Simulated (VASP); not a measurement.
# MnSb (P6_3/mmc) in VASP: notebook, part 2 of 2

VASP 6.6.1. The steps go on from the part before.

### Step 4. Single point, PBE, collinear spin, ferromagnetic start

Contents of INCAR:

```
PREC = Accurate ; ENCUT = 520
EDIFF = 1E-6 ; ISMEAR = 0
SIGMA = 0.005 ; LREAL = F
LASPH = T ; NELM = 150
ALGO = Normal ; ISIF = 2
LWAVE = F ; LCHARG = T
ISPIN = 2 ; MAGMOM = 3 3 0 0
LORBIT = 11 ; NUPDOWN = 6.0
LMAXMIX = 4 ; GGA = PE
LELF = T ; LVHAR = T
NBANDS = 30
```

Contents of KPOINTS:

```
Automatic mesh
0
Gamma
  9 9 6
```

Contents of POSCAR:

```
MnSb
1.0
    4.1500000000      0.0000000000      0.0000000000
   -2.0750000000      3.5940054257      0.0000000000
    0.0000000000      0.0000000000      5.7800000000
Mn Sb
2 2
Direct
    0.0000000000      0.0000000000      0.0000000000
    0.0000000000      0.0000000000      0.5000000000
    0.3333333333      0.6666666667      0.2500000000
    0.6666666667      0.3333333333      0.7500000000
```

Potentials or basis: VASP PAW PBE potentials, release 64 (Mn_pv, Sb).

On the command line:

```
$ cat potpaw_PBE.64/Mn_pv/POTCAR potpaw_PBE.64/Sb/POTCAR > POTCAR
$ mpirun -np 1 vasp_std > vasp.out
```

OUTCAR:

```text
PREC = Accurate
   ENCUT = 520
   EDIFF = 1E-6
   ISMEAR = 0
   LREAL = F
   LASPH = T
   NELM = 150
   ISIF = 2
   ISPIN = 2
   LORBIT = 11
   NUPDOWN = 6.0
   GGA = PE

 ion  position               nearest neighbor table
   1  0.000  0.000  0.000-   3 2.80   4 2.80   3 2.80   4 2.80   4 2.80   3 2.80   2 2.89   2 2.89

   2  0.000  0.000  0.500-   3 2.80   4 2.80   3 2.80   4 2.80   4 2.80   3 2.80   1 2.89   1 2.89

   3  0.333  0.667  0.250-   1 2.80   2 2.80   1 2.80   2 2.80   1 2.80   2 2.80   4 3.75   4 3.75
                             4 3.75   4 3.75   4 3.75   4 3.75
   4  0.667  0.333  0.750-   1 2.80   2 2.80   1 2.80   2 2.80   1 2.80   2 2.80   3 3.75   3 3.75
                             3 3.75   3 3.75   3 3.75   3 3.75

  LATTYP: Found a hexagonal cell.
 ALAT       =     4.1500000000
 C/A-ratio  =     1.3927710843

  Lattice vectors:

 A1 = (   4.1500000000,   0.0000000000,   0.0000000000)
 A2 = (  -2.0750000000,   3.5940054257,   0.0000000000)
 A3 = (   0.0000000000,   0.0000000000,   5.7800000000)

Analysis of symmetry for initial positions (statically):
=====================================================================
 Subroutine PRICEL returns:
 Original cell was already a primitive cell.

 Routine SETGRP: Setting up the symmetry group for a
 hexagonal supercell.

 Subroutine GETGRP returns: Found 24 space group operations
 (whereof 12 operations were pure point group operations)
 out of a pool of 24 trial point group operations.

The static configuration has the point symmetry D_3d.
 The point group associated with its full space group is D_6h.

Analysis of symmetry for dynamics (positions and initial velocities):
=====================================================================
 Subroutine PRICEL returns:
 Original cell was already a primitive cell.

[... 172 lines left out ...]
  free energy    TOTEN  =       -26.22236576 eV

  energy without entropy =      -26.22224096  energy(sigma->0) =      -26.22230336

 E-fermi :   7.8980     XC(G=0): -10.6129

 val. band max:        7.8951030999   @ k =   0.0000   0.0000   0.0000
 cond. band min:       7.4093603186   @ k =   0.1111   0.1111   0.1667
 fundamental gap:     -0.4857427813
 Fermi energy:         7.4018925710

 spin component 1

 k-point     1 :       0.0000    0.0000    0.0000
  band No.  band energies     occupation
      1     -42.1179      1.00000
      2     -42.1179      1.00000
      3     -42.1104      1.00000
      4     -42.1104      1.00000
      5     -41.8465      1.00000
      6     -41.7668      1.00000
[... 781 lines left out ...]
     29      16.1627      0.00000
     30      16.1763      0.00000

 [... further k-points ...]

 spin component 2

 k-point     1 :       0.0000    0.0000    0.0000
  band No.  band energies     occupation
      1     -38.7323      1.00000
      2     -38.7323      1.00000
      3     -38.7233      1.00000
      4     -38.7232      1.00000
      5     -38.6687      1.00000
      6     -38.5749      1.00000
[... 781 lines left out ...]
     29      16.2445      0.00000
     30      16.6303      0.00000

 [... further k-points ...]

------------------------ aborting loop because EDIFF is reached ----------------------------------------

  FORCE on cell =-STRESS in cart. coord.  units (eV):
  Direction    XX          YY          ZZ          XY          YZ          ZX
  --------------------------------------------------------------------------------------
  -------------------------------------------------------------------------------------
  Total       -2.9299689     -2.9299689     -3.5441840      0.0000000      0.0000000     -0.0000000
  in kB      -54.4526386    -54.4526386    -65.8676507      0.0000000      0.0000000     -0.0000000
  external PRESSURE =     -58.2576426 kB  Pullay stress =       0.0000000 kB

 VOLUME and BASIS-vectors are now :
 -----------------------------------------------------------------------------
  energy-cutoff  :      520.00
  volume of cell :       86.21
      direct lattice vectors                 reciprocal lattice vectors
     4.150000000  0.000000000  0.000000000     0.240963855  0.139120547  0.000000000
    -2.075000000  3.594005426  0.000000000     0.000000000  0.278241094  0.000000000
     0.000000000  0.000000000  5.780000000     0.000000000  0.000000000  0.173010381

 POSITION                                       TOTAL-FORCE (eV/Angst)
 -----------------------------------------------------------------------------------
      0.00000      0.00000      0.00000         0.000000      0.000000      0.000000
      0.00000      0.00000      2.89000         0.000000      0.000000      0.000000
     -0.00000      2.39600      1.44500         0.000000     -0.000000     -0.000000
      2.07500      1.19800      4.33500        -0.000000      0.000000      0.000000
 -----------------------------------------------------------------------------------
    total drift:                                0.000000     -0.000000      0.000000

  FREE ENERGIE OF THE ION-ELECTRON SYSTEM (eV)
  ---------------------------------------------------
  free  energy   TOTEN  =       -26.2223657601 eV

  energy  without entropy=      -26.2222409632  energy(sigma->0) =      -26.22230336

 total charge

# of ion       s       p       d       tot
------------------------------------------
    1        0.269   6.200   5.059  11.528
    2        0.269   6.200   5.059  11.528
    3        1.136   1.252   0.043   2.430
    4        1.136   1.252   0.043   2.430
--------------------------------------------------
tot          2.810  14.904  10.203  27.916

 magnetization (x)

# of ion       s       p       d       tot
------------------------------------------
    1        0.033   0.018   3.102   3.153
    2        0.033   0.018   3.102   3.153
    3        0.002  -0.166   0.003  -0.161
    4        0.002  -0.166   0.003  -0.161
--------------------------------------------------
tot          0.070  -0.296   6.210   5.983
```

OSZICAR:

```text
N       E                     dE             d eps       ncg     rms          rms(c)
DAV:   1     0.318728352720E+03    0.31873E+03   -0.18791E+04  6352   0.121E+03
DAV:   2    -0.114369015817E+02   -0.33017E+03   -0.31743E+03  6078   0.343E+02
DAV:   3    -0.278201036882E+02   -0.16383E+02   -0.15988E+02  6678   0.859E+01
DAV:   4    -0.281327968030E+02   -0.31269E+00   -0.31215E+00  6330   0.116E+01
DAV:   5    -0.281396876253E+02   -0.68908E-02   -0.68906E-02  6714   0.192E+00    0.147E+01
DAV:   6    -0.302076179256E+02   -0.20679E+01   -0.26896E+01  6240   0.508E+01    0.224E+01
DAV:   7    -0.261524229907E+02    0.40552E+01   -0.10000E+01  6288   0.346E+01    0.523E+00
DAV:   8    -0.262309347142E+02   -0.78512E-01   -0.52741E-01  6204   0.367E+00    0.222E+00
DAV:   9    -0.262175258232E+02    0.13409E-01   -0.98894E-02  6342   0.239E+00    0.902E-01
DAV:  10    -0.262213692571E+02   -0.38434E-02   -0.75571E-03  6290   0.707E-01    0.576E-01
DAV:  11    -0.262222191151E+02   -0.84986E-03   -0.22290E-03  6610   0.388E-01    0.242E-01
DAV:  12    -0.262223263279E+02   -0.10721E-03   -0.31034E-04  6506   0.105E-01    0.920E-02
DAV:  13    -0.262223622292E+02   -0.35901E-04   -0.47768E-05  6144   0.436E-02    0.311E-02
DAV:  14    -0.262223656706E+02   -0.34414E-05   -0.92351E-06  6396   0.174E-02    0.138E-02
DAV:  15    -0.262223657601E+02   -0.89428E-07   -0.72664E-07  4046   0.609E-03
   1 F= -.26222366E+02 E0= -.26222303E+02  d E =-.124797E-03  mag=     6.0000
```

Wall time 3.3 min (1 thread of Intel Xeon Platinum 8488C (Sapphire Rapids), shared host); peak memory 0.37 GiB.

Results:

```
Free energy                                           : -26.2224 eV
Pressure                                              : -5.8 GPa
Net moment                                            : 6.00 μB per cell
Site moments                                          : Mn +3.15; Sb -0.16 μB
Valence electrons inside the program's atomic spheres : Mn 11.53; Sb 2.43
```

Caveat: the cell stands under tension; spin-orbit coupling is left out, which moves the levels of the heavy elements; the total moment is fixed, so each spin has its own Fermi level; only a ferromagnetic start was run, and an antiferromagnetic order may lie lower in energy.

### Step 5. Overview

| level | fixed moment (μB) | smearing | pressure (GPa) | moment (μB) |
| --- | --- | --- | --- | --- |
| PBEsol | 4.0 | fermi-dirac 0.1 eV | -15.2 | 4.00 |
| PBEsol | 5.33 | fermi-dirac 0.1 eV | -11.7 | 5.33 |
| PBE | 6.0 | gaussian 0.005 eV | -5.8 | 6.00 |

Alike in all rows: task single point; potentials or basis VASP PAW PBE potentials, release 64 (Mn_pv, Sb); spin collinear, ferromagnetic start; cell as given; k mesh 9 × 9 × 6; cutoff (eV) 520.

The pressure there spans -15.2 GPa (PBEsol) to -5.8 GPa (PBE); a positive pressure means that this level wants a larger cell, a negative one a smaller.

Caveats: the cell stands under tension; spin-orbit coupling is left out, which moves the levels of the heavy elements; the total moment is fixed, so each spin has its own Fermi level; only a ferromagnetic start was run, and an antiferromagnetic order may lie lower in energy; the PAW data sets were made with another functional, which shifts forces and pressure a little (at least some runs).

Absolute energies hang on the potentials; compare differences alone.
